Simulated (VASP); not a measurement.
Wanted: the native input for a VASP 6.6.1 run.

| Property | Result |
| --- | --- |
| Task | relaxation of cell and atoms |
| Functional | r2SCAN |
| Potentials or basis | VASP PAW PBE potentials, release 64 (Ti_sv, N) |
| Cutoff | 600 eV |
| k mesh | 8 × 8 × 8 |
| Occupations | gaussian, width 0.1 eV |
| Spin | no spin polarisation |
| Dipole correction | no |
| Further INCAR settings | ALGO = Normal; EDIFF = 1e-06; IBRION = 2; EDIFFG = -0.05; NSW = 80; ISIF = 3 |

The system is TiN.

```
CELL_PARAMETERS angstrom
0.00000 2.17053 2.17053
2.17053 0.00000 2.17053
2.17053 2.17053 0.00000
ATOMIC_POSITIONS crystal
Ti 0.00000 0.00000 0.00000
N 0.50000 0.50000 0.50000
```

One way to write it, as run:

POSCAR

```
TiN
1.0
    0.0000000000      2.1705303962      2.1705303962
    2.1705303962      0.0000000000      2.1705303962
    2.1705303962      2.1705303962      0.0000000000
Ti N
1 1
Direct
    0.0000000000      0.0000000000      0.0000000000
    0.5000000000      0.5000000000      0.5000000000
```

INCAR.step1

```
PREC = Accurate ; ENCUT = 600
ISMEAR = 0 ; SIGMA = 0.1
LREAL = False ; LASPH = True
NELM = 60 ; GGA = PE
ALGO = Normal ; EDIFF = 1E-4
LWAVE = True ; LCHARG = False
```

INCAR.step2

```
PREC = Accurate ; ENCUT = 600
EDIFF = 1E-6 ; ISMEAR = 0
SIGMA = 0.1 ; LREAL = False
LASPH = True ; NELM = 60
ALGO = Normal ; ISIF = 3
LWAVE = False ; LCHARG = False
METAGGA = R2SCAN ; LMIXTAU = True
IBRION = 2 ; NSW = 80
EDIFFG = -0.05 ; ISTART = 1
```

KPOINTS

```
Automatic mesh
0
Gamma
  8 8 8
```

Potentials or basis: VASP PAW PBE potentials, release 64 (Ti_sv, N).

Run with:

```bash
$ cat potpaw_PBE.64/Ti_sv/POTCAR potpaw_PBE.64/N/POTCAR > POTCAR
$ cp INCAR.step1 INCAR
$ mpirun -np 1 vasp_std > vasp.out
$ cp INCAR.step2 INCAR
$ mpirun -np 1 vasp_std > vasp.out
```

Results of the run:

- Relaxed volume: 9.55 Å³/atom
- Relaxed cell: a = 3.001 Å, b = 3.001 Å, c = 3.001 Å, α = 60.00°, β = 60.00°, γ = 60.00°
- Space group after relaxing (to 0.05 Å): Fm-3m (No. 225)
- Energy gained by relaxing: 40.4 meV/atom
- Ionic steps: 3
- Pressure after relaxing: -0.5 GPa

Caveat: the PAW data sets were made with another functional, which shifts forces and pressure a little.

Wall time 74 s on 1 thread of Intel(R) Xeon(R) 6975P-C (Granite Rapids), on a shared host, peak memory 0.18 GiB.
